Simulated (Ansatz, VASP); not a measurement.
# SrO in VASP and in Ansatz

```xyz
2
Lattice="-0.0519 2.5974 2.5974 2.5974 -0.0519 2.5974 2.5454 2.5454 0.0000" Properties=species:S:1:pos:R:3 pbc="T T T"
Sr    0.0000    0.0000    0.0000
O     2.5454    2.5454    2.5974
```

Change from the starting cell: strain -0.0400 x Voigt [0, 0, 0, 0, 0, 1], atoms carried along.

Alike in both runs: task single point; functional PBE; k mesh 8 × 8 × 8; occupations gaussian, width 0.05 eV; no spin polarisation.

```csv
,VASP,Ansatz
version,VASP 6.6.1,Ansatz 0.2.0
potentials or method,"VASP PAW PBE potentials, release 64 (Sr_sv, O), cutoff 520 eV","scalar-relativistic, plane waves, PAW"
valence electrons in the cell,16,16
```

```tsv
	VASP	Ansatz	Ansatz less VASP
gap on the k mesh at the Fermi level (eV)	3.22	3.27	+0.045
least direct gap on the mesh (eV)	3.33	3.36	+0.036
pressure (GPa)	0.5	0.0	-0.51
traceless stress, the component that is largest in VASP (GPa)	2.18	2.18	+0.001
```
